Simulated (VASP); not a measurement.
# Ir (P6_3/mmc) in VASP: further runs

Runs on Ir. Level: PBEsol. Tasks: single point.

Everything below comes from runs of VASP 6.6.1. Logs are shortened: lines on timing, memory, paths and dates and some standing lists are left out, and cuts for length are marked.

### Step 1. The cell of the first run

The structure is hexagonal, space group P6_3/mmc (No. 194). The conventional cell has a = 2.691 Å, b = 2.691 Å, c = 4.365 Å, α = 90.00°, β = 90.00°, γ = 120.00°. Within 3.5 Å of Ir (site symmetry -6m2) lie 12 Ir at 2.68 to 2.69 Å.

### Step 2. Single point, PBEsol (volume scaled by 0.97, then relaxed in part)

INCAR reads:

```
PREC = Accurate
ENCUT = 520
EDIFF = 1E-7
ISMEAR = 0
SIGMA = 0.1
LREAL = False
LASPH = True
NELM = 100
ALGO = Normal
ISIF = 2
LWAVE = False
LCHARG = True
GGA = PS
LELF = True
LVHAR = True
NBANDS = 16
```

KPOINTS reads:

```
Automatic mesh
0
Gamma
  18 18 10
```

POSCAR reads:

```
Ir
1.0
    2.6910234623      0.0000000000      0.0000000000
   -1.3455117311      2.3304946805      0.0000000000
    0.0000000000      0.0000000000      4.3652377000
Ir
2
Direct
    0.6666666667      0.3333333333      0.7500000000
    0.3333333333      0.6666666667      0.2500000000
```

Potentials or basis: VASP PAW PBE potentials, release 64 (Ir).

Command:

```
$ cat potpaw_PBE.64/Ir/POTCAR > POTCAR
$ mpirun -np 1 vasp_std > vasp.out
```

OUTCAR:

```text
PREC = Accurate
   ENCUT = 520
   EDIFF = 1E-7
   ISMEAR = 0
   LREAL = False
   LASPH = True
   NELM = 100
   ISIF = 2
   GGA = PS

 ion  position               nearest neighbor table
   1  0.667  0.333  0.750-   2 2.68   2 2.68   2 2.68   2 2.68   2 2.68   2 2.68
   2  0.333  0.667  0.250-   1 2.68   1 2.68   1 2.68   1 2.68   1 2.68   1 2.68

  LATTYP: Found a hexagonal cell.
 ALAT       =     2.6910234623
 C/A-ratio  =     1.6221477669

  Lattice vectors:

 A1 = (   2.6910234623,   0.0000000000,   0.0000000000)
 A2 = (  -1.3455117311,   2.3304946805,   0.0000000000)
 A3 = (   0.0000000000,   0.0000000000,   4.3652377000)

Analysis of symmetry for initial positions (statically):
=====================================================================
 Subroutine PRICEL returns:
 Original cell was already a primitive cell.

 Routine SETGRP: Setting up the symmetry group for a
 hexagonal supercell.

 Subroutine GETGRP returns: Found 24 space group operations
 (whereof 12 operations were pure point group operations)
 out of a pool of 24 trial point group operations.

The static configuration has the point symmetry D_3d.
 The point group associated with its full space group is D_6h.

Analysis of symmetry for dynamics (positions and initial velocities):
=====================================================================
 Subroutine PRICEL returns:
 Original cell was already a primitive cell.

 Routine SETGRP: Setting up the symmetry group for a
 hexagonal supercell.

 Subroutine GETGRP returns: Found 24 space group operations
 (whereof 12 operations were pure point group operations)
 out of a pool of 24 trial point group operations.

The dynamic configuration has the point symmetry D_3d.
 The point group associated with its full space group is D_6h.

 Subroutine INISYM returns: Found 24 space group operations
 (whereof 12 operations are pure point group operations),
 and found     1 'primitive' translations

----------------------------------------------------------------------------------------

                                     Primitive cell

  volume of cell :      27.3762

  direct lattice vectors                    reciprocal lattice vectors
     2.691023462  0.000000000  0.000000000     0.371605827  0.214546724  0.000000000
    -1.345511731  2.330494681  0.000000000     0.000000000  0.429093449  0.000000000
[... 78 lines left out ...]
   ICHARG =      2    charge: 1-file 2-atom 10-const
   ISPIN  =      1    spin polarized calculation?
   LNONCOLLINEAR =      F non collinear calculations
   LSORBIT =      F    spin-orbit coupling
   LASPH  =      T    aspherical Exc in radial PAW
   ENCUT  =  520.0 eV  38.22 Ry    6.18 a.u.   5.00  5.00  8.12*2*pi/ulx,y,z
   NELM   =    100;   NELMIN=  2; NELMDL= -5     # of ELM steps
   EDIFF  = 0.1E-06   stopping-criterion for ELM
   LREAL  =      F    real-space projection
   EDIFFG = 0.1E-05   stopping-criterion for IOM
   NSW    =      0    number of steps for IOM
   IBRION =     -1    ionic relax: 0-MD 1-quasi-New 2-CG
   NFREE  =      0    steps in history (QN), initial steepest desc. (CG)
   ISIF   =      2    stress and relaxation
   ISYM   =      2    0-nonsym 1-usesym 2-fastsym
   POTIM  = 0.5000    time-step for ionic-motion
   TEBEG  =    0.0;   TEEND  =   0.0 temperature during run
   PSTRESS=    0.0 pullay stress
   NELECT =      18.0000    total number of electrons
   NUPDOWN=      -1.0000    fix difference up-down
   EMIN   =  10.00;   EMAX   =-10.00  energy-range for DOS
   EFERMI =   0.00;   METHOD = LEGACY
   ISMEAR =     0;   SIGMA  =   0.10  broadening in eV -4-tet -1-fermi 0-gaus
   EFERMI_NEDOS =   21; number of points for ismear=-14 and -15
   IALGO  =     38    algorithm
   IMIX   =      4    mixing-type and parameters
     AMIX     =   0.40;   BMIX     =  1.00
     AMIX_MAG =   1.60;   BMIX_MAG =  1.00
  volume/ion in A,a.u.               =      13.69        92.37
  Fermi-wavevector in a.u.,A,eV,Ry     =   1.423556  2.690130 27.572358  2.026511
  Thomas-Fermi vector in A             =   2.544141
   LORBIT       =      0    0 simple, 1 ext, 2 COOP (PROOUT), +10 PAW based schemes
   GGA     = PS    functional components
   LHFCALC =     F    Hartree Fock is set to
   AEXX    =    0.0000 exact exchange contribution
   IVDW    =     0    specifies the selected vdW correction
   LEPSILON=     F    determine dielectric tensor
   LRPA    =     F    only Hartree local field effects (RPA)
 non-spin polarized calculation
 Gauss-broadening in eV      SIGMA  =   0.10
  energy-cutoff  :      520.00
  volume of cell :       27.38
 maximum number of plane-waves:       762
 NGX is ok and might be reduce to    20
   NGX =  9   NGY =  9   NGZ = 17

 number of electron      18.0000000 magnetization

 Free energy of the ion-electron system (eV)
  ---------------------------------------------------
  ext. energy  EPLUGINS =         0.00000000
  ---------------------------------------------------
  free energy    TOTEN  =       -19.45376468 eV

  energy without entropy =      -19.44428888  energy(sigma->0) =      -19.44902678

 E-fermi :  10.9699     XC(G=0): -14.2953

 val. band max:       10.9637522420   @ k =   0.3333   0.0000   0.4000
 cond. band min:      10.9747675316   @ k =   0.3889   0.0000   0.0000
 fundamental gap:      0.0110152896
 Fermi energy:        10.9698633712

 k-point     1 :       0.0000    0.0000    0.0000
  band No.  band energies     occupation
      1      -0.7227      2.00000
      2       2.3493      2.00000
      3       6.7734      2.00000
      4       6.8810      2.00000
      5       6.8810      2.00000
      6       7.5838      2.00000
[... 433 lines left out ...]
      3       3.7607      2.00000
      4       6.4633      2.00000
      5       6.6612      2.00000
      6       7.1652      2.00000
[... 8 lines left out ...]
     15      21.8367      0.00000
     16      24.6247      0.00000

 [... further k-points ...]
[... 5 lines left out ...]
  --------------------------------------------------------------------------------------
  -------------------------------------------------------------------------------------
  Total        2.3593523      2.3593523      2.3694238      0.0000000     -0.0000000      0.0000000
  in kB      138.0797141    138.0797141    138.6691450      0.0000000     -0.0000000      0.0000000
  external PRESSURE =     138.2761911 kB  Pullay stress =       0.0000000 kB

 VOLUME and BASIS-vectors are now :
 -----------------------------------------------------------------------------
  energy-cutoff  :      520.00
  volume of cell :       27.38
      direct lattice vectors                 reciprocal lattice vectors
     2.691023462  0.000000000  0.000000000     0.371605827  0.214546724  0.000000000
    -1.345511731  2.330494681  0.000000000     0.000000000  0.429093449  0.000000000
     0.000000000  0.000000000  4.365237700     0.000000000  0.000000000  0.229082600

 POSITION                                       TOTAL-FORCE (eV/Angst)
 -----------------------------------------------------------------------------------
      1.34551      0.77683      3.27393        -0.000000     -0.000000      0.000000
     -0.00000      1.55366      1.09131         0.000000      0.000000      0.000000
 -----------------------------------------------------------------------------------
    total drift:                               -0.000000      0.000000     -0.000000

  FREE ENERGIE OF THE ION-ELECTRON SYSTEM (eV)
  ---------------------------------------------------
  free  energy   TOTEN  =       -19.4537646803 eV

  energy  without entropy=      -19.4442888776  energy(sigma->0) =      -19.44902678
```

OSZICAR:

```text
N       E                     dE             d eps       ncg     rms          rms(c)
DAV:   1     0.140792471645E+03    0.14079E+03   -0.84936E+03  7104   0.114E+03
DAV:   2    -0.169837173748E+02   -0.15778E+03   -0.14271E+03  7104   0.310E+02
DAV:   3    -0.206093235966E+02   -0.36256E+01   -0.35797E+01  9808   0.560E+01
DAV:   4    -0.206490734880E+02   -0.39750E-01   -0.39742E-01  8048   0.492E+00
DAV:   5    -0.206501752873E+02   -0.11018E-02   -0.11018E-02 10096   0.858E-01    0.251E+01
DAV:   6    -0.196697626012E+02    0.98041E+00   -0.11419E+00  9032   0.139E+01    0.104E+01
DAV:   7    -0.194679254258E+02    0.20184E+00   -0.38934E-01  9704   0.763E+00    0.204E+00
DAV:   8    -0.194595419894E+02    0.83834E-02   -0.58851E-03  7888   0.700E-01    0.117E+00
DAV:   9    -0.194537704985E+02    0.57715E-02   -0.50099E-03  9232   0.914E-01    0.338E-02
DAV:  10    -0.194537649964E+02    0.55021E-05   -0.33441E-05 10456   0.536E-02    0.261E-02
DAV:  11    -0.194537645904E+02    0.40600E-06   -0.45469E-06  9232   0.220E-02    0.282E-03
DAV:  12    -0.194537647243E+02   -0.13396E-06   -0.11577E-07  8224   0.305E-03    0.107E-03
DAV:  13    -0.194537646803E+02    0.44077E-07   -0.15340E-08  5896   0.116E-03
   1 F= -.19453765E+02 E0= -.19449027E+02  d E =-.947580E-02
```

stdout:

```text
POSCAR found type information on POSCAR Ir
 POSCAR found :  1 types and       2 ions
 scaLAPACK will be used
 -----------------------------------------------------------------------------
|                                                                             |
|                                                                             |
|     You enforced a specific xc type in the INCAR file but a different       |
|     I HOPE YOU KNOW WHAT YOU ARE DOING!                                     |
|                                                                             |
 -----------------------------------------------------------------------------

 LDA part: xc-table for (Slater+PW92), standard interpolation
 POSCAR, INCAR and KPOINTS ok, starting setup
 FFT: planning ... GRIDC
 FFT: planning ... GRID_SOFT
 FFT: planning ... GRID
 WAVECAR not read
 entering main loop
```

Wall time 32 s (1 thread of Intel Xeon 6975P-C (Granite Rapids), shared host); peak memory 0.2 GiB.

Results:

* Free energy: -19.4538 eV
* Pressure: 13.8 GPa
* Band gap on the k mesh: zero (band 9 reaches 12.01 eV, above the bottom of band 10 at 8.46 eV)

Caveat: the PAW data sets were made with another functional, which shifts forces and pressure a little; spin-orbit coupling is left out, which moves the levels of the heavy elements.

(Part 1 of 2 ends here.)
